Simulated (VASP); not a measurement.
YN, 2 atoms in the cell. Symmetry: Fm-3m, No. 225, cubic system. Conventional cell: a = 4.877 Å, b = 4.877 Å, c = 4.877 Å, α = 90.00°, β = 90.00°, γ = 90.00°. Within 3.2 Å of Y (site symmetry m-3m) lie 6 N at 2.44 Å. N (site symmetry m-3m) has 6 Y at 2.44 Å within 3.2 Å. 

* Program: VASP 6.6.1
* Task: single point
* Functional: PBEsol
* Potentials or basis: VASP PAW PBE potentials, release 64 (Y_sv, N)
* Cutoff: 600 eV
* k mesh: 6 × 6 × 6
* Occupations: fermi-dirac, width 0.1 eV
* Spin: no spin polarisation
* Dipole correction: no
* Further INCAR settings: ALGO = Normal; EDIFF = 1e-06; NBANDS = 15

Potentials or basis: VASP PAW PBE potentials, release 64 (Y_sv, N).

The run is started by

```console
$ cat potpaw_PBE.64/Y_sv/POTCAR potpaw_PBE.64/N/POTCAR > POTCAR
$ mpirun -np 1 vasp_std > vasp.out
```

Hardware: 1 thread of AMD EPYC 7R43 64-Core Processor (Zen 3), on a shared host.

Q: How long does it take, and how much memory?

A: Run time: 11 s on 1 thread of AMD EPYC 7R43 64-Core Processor (Zen 3), on a shared host, peak memory 0.14 GiB. Counts: scf iterations 13, k points 16.
